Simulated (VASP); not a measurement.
Set up this calculation in VASP 6.6.1, as the native input.

* Task: single point
* Functional: PBE
* Potentials or basis: VASP PAW PBE potentials, release 64 (Mn_pv, O)
* Cutoff: 520 eV
* k mesh: 15 × 15 × 8
* Occupations: gaussian, width 0.1 eV
* Spin: collinear spin, ferromagnetic start
* Starting moments: [4.54, 4.54, 0.12, 0.12] μB
* Hubbard terms: Mn d U = 3.9 eV
* Dipole correction: no
* Further INCAR settings: ALGO = Normal; EDIFF = 1e-06; NBANDS = 31

The structure of MnO lies in POSCAR:

```
MnO
1.0
    3.4791813230      0.0000000000      0.0000000000
   -1.7395906615      3.0130594101      0.0000000000
    0.0000000000      0.0000000000      5.4724156219
Mn O
2 2
Direct
    0.3333333333      0.6666666667     -0.0000594681
    0.6666666667      0.3333333333      0.4999405319
    0.3333333333      0.6666666667      0.3864894681
    0.6666666667      0.3333333333      0.8864894681
```

These files were run (other wordings do the same):

INCAR

```
SYSTEM = MnO
ALGO = Normal
EDIFF = 1E-6
ENCUT = 520
GGA = PE
ISIF = 2
ISMEAR = 0
ISPIN = 2
LASPH = .True.
LCHARG = .True.
LDAU = .True.
LDAUJ = 0 0
LDAUL = 2 -1
LDAUPRINT = 1
LDAUTYPE = 2
LDAUU = 3.9 0
LELF = .True.
LMAXMIX = 4
LORBIT = 11
LREAL = .False.
LVHAR = .True.
LWAVE = .False.
MAGMOM = 4.54 4.54 0.12 0.12
NBANDS = 31
NELM = 150
PREC = Accurate
SIGMA = 0.1
```

KPOINTS

```
k-points
0
Gamma
  15 15 8
  0 0 0
```

Potentials or basis: VASP PAW PBE potentials, release 64 (Mn_pv, O).

Run with:

```bash
$ cat potpaw_PBE.64/Mn_pv/POTCAR potpaw_PBE.64/O/POTCAR > POTCAR
$ mpirun -np 1 vasp_std > vasp.out
```

It gave:

```json
{
 "Pressure": "-0.2 GPa",
 "Largest force": "0.017 eV/Å",
 "Band gap on the k mesh": "zero (filled and empty bands touch)",
 "Net moment": "10.00 μB per cell",
 "Site moments": "Mn +4.61; O +0.10 μB",
 "Valence electrons inside the program's atomic spheres": "Mn 11.35; O 5.00"
}
```

Caveat: the run started ferromagnetic, and an antiferromagnetic order may lie lower in energy.

It took 17 min on 1 thread of AMD EPYC 7R13 (shared host), peak memory 0.41 GiB.
